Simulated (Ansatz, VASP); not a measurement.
## Re in VASP and in Ansatz

INCAR

```
PREC = Accurate
ENCUT = 520
EDIFF = 1E-6
ISMEAR = 1
SIGMA = 0.03
LREAL = False
LASPH = True
NELM = 60
ALGO = Normal
ISIF = 2
LWAVE = False
LCHARG = False
GGA = PE
NBANDS = 14
```

Contents of KPOINTS:

```
regular mesh
0
Gamma
  13 13 7
```

Contents of POSCAR:

```
Re
1.0
    2.7768706464      0.0000000000      0.0000000000
   -1.3884353232      2.4048405228      0.0000000000
    0.0000000000      0.0000000000      4.4788142384
Re
2
Direct
    0.3333333333      0.6666666667      0.2500000000
    0.6666666667      0.3333333333      0.7500000000
```

Input for Ansatz:

```yaml
crystal:
  lattice:
    - [2.7768706464, 0.0, 0.0]
    - [-1.3884353232, 2.4048405228, 0.0]
    - [0.0, 0.0, 4.4788142384]
  atoms:
    - { symbol: Re, position: [0.3333333333, 0.6666666667, 0.25] }
    - { symbol: Re, position: [0.6666666667, 0.3333333333, 0.75] }
hamiltonian:
  xc: pbe
  pseudopotentials:
    kind: paw
    azcp:
      Re: "pseudopotentials/Re.paw.azcp"
basis:
  ecutwfc: 420
  fft_grid_basis: typed
kpoints:
  mp_grid: { grid: [13, 13, 7], shift: [0, 0, 0] }
magnetization:
  spin_polarized: false
scf:
  occupations: { method: cold, width: 0.03 }
  lower_state_search: "off"
output:
  stress: true
```

Alike in both runs: task single point; functional PBE; k mesh 13 × 13 × 7; no spin polarisation.

|  | VASP | Ansatz |
| --- | --- | --- |
| version | VASP 6.6.1 | Ansatz 0.2.0 |
| potentials or method | VASP PAW PBE potentials, release 64 (Re), cutoff 520 eV | plane waves (420 eV) with PAW, scalar-relativistic |
| occupations | methfessel-paxton of order 1, width 0.03 eV | cold, width 0.03 eV |
| valence electrons in the cell | 14 | 30 |

Ansatz gave:

| Quantity | Value |
| --- | --- |
| pressure (GPa) | -0.2 |
| traceless stress, the component that is largest in VASP (GPa) | 0.10 |

**Question.** Which values does VASP return?

**Answer.** Pressure (GPa): -0.8; traceless stress, the component that is largest in VASP (GPa): -0.02.

VASP's potentials hold 14 valence electrons a cell and Ansatz's 30, so a difference there can come from the potentials and not from the codes.

Neither program's run includes spin-orbit coupling.
